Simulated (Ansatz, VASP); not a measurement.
## BeH: VASP beside Ansatz

INCAR

```
SYSTEM = BeH
  PREC = Accurate
  ENCUT = 600
  EDIFF = 1E-7
  ISMEAR = 0
  SIGMA = 0.1
  LREAL = .False.
  LASPH = .True.
  NELM = 60
  ALGO = Normal
  ISIF = 3
  LWAVE = .False.
  LCHARG = .False.
  GGA = PE
  IBRION = 2
  NSW = 90
  EDIFFG = -0.04
```

KPOINTS

```
Automatic mesh
0
Gamma
  6 6 4
  0 0 0
```

The input POSCAR:

```
BeH
1.0
    2.3139894675     -2.6839821315      0.0000000000
    2.3139894675      2.6839821315      0.0000000000
    0.0000000000      0.0000000000      4.4759488320
Be H
4 4
Direct
    0.3021708980      0.3021708980      0.3007848411
    0.6978291020      0.6978291020      0.3007848411
    0.3021708980      0.3021708980      0.6992151589
    0.6978291020      0.6978291020      0.6992151589
    0.9403840202      0.2737173535      0.0000000000
    0.7262826465      0.0596159798      0.0000000000
    0.0596159798      0.7262826465      0.0000000000
    0.2737173535      0.9403840202      0.0000000000
```

Input for Ansatz:

```yaml
crystal:
  lattice:
    - [2.3139894675, -2.6839821315, 0.0]
    - [2.3139894675, 2.6839821315, 0.0]
    - [0.0, 0.0, 4.475948832]
  atoms:
    - { symbol: Be, position: [0.302170898, 0.302170898, 0.3007848411] }
    - { symbol: Be, position: [0.697829102, 0.697829102, 0.3007848411] }
    - { symbol: Be, position: [0.302170898, 0.302170898, 0.6992151589] }
    - { symbol: Be, position: [0.697829102, 0.697829102, 0.6992151589] }
    - { symbol: H, position: [0.9403840202, 0.2737173535, 0.0] }
    - { symbol: H, position: [0.7262826465, 0.0596159798, 0.0] }
    - { symbol: H, position: [0.0596159798, 0.7262826465, 0.0] }
    - { symbol: H, position: [0.2737173535, 0.9403840202, 0.0] }
basis:
  ecutwfc: 420
kpoints:
  mp_grid: { grid: [6, 6, 4] }
hamiltonian:
  xc: pbe
scf:
  occupations: { method: gaussian, width: 0.1 }
  lower_state_search: "off"
output:
  forces: true
  stress: true
  eigenvalues: true
relax:
  adjacent_minimum: "off"
  f_tol: 0.04
  max_steps: 70
  cell: { stress_tol: 0.4 }
```

Alike in both runs: task relaxation of cell and atoms; functional PBE; k mesh 6 × 6 × 4; occupations gaussian, width 0.1 eV; no spin polarisation.

```csv
,VASP,Ansatz
version,VASP 6.6.1,Ansatz 0.2.0
potentials or method,"VASP PAW PBE potentials, release 64 (Be, H), cutoff 600 eV","scalar-relativistic, plane waves, PAW"
valence electrons in the cell,12,12
```

|  | VASP | Ansatz | Ansatz less VASP |
| --- | --- | --- | --- |
| gap on the k mesh at the Fermi level, each at its own relaxed structure (eV) | 0.57 | 0.68 | +0.106 |
| relaxed volume (Å³/atom) | 10.62 | 11.88 | +1.254 |
| relaxed length of the cell vector where the two differ most in proportion (Å) | 5.058 | 5.522 | +0.4644 |

One of these differences is far larger than is usual between the two programs; its cause wasn't traced.

Noted on VASP's run: the volume moved by over 15 % at a fixed basis, so the end points are rough.
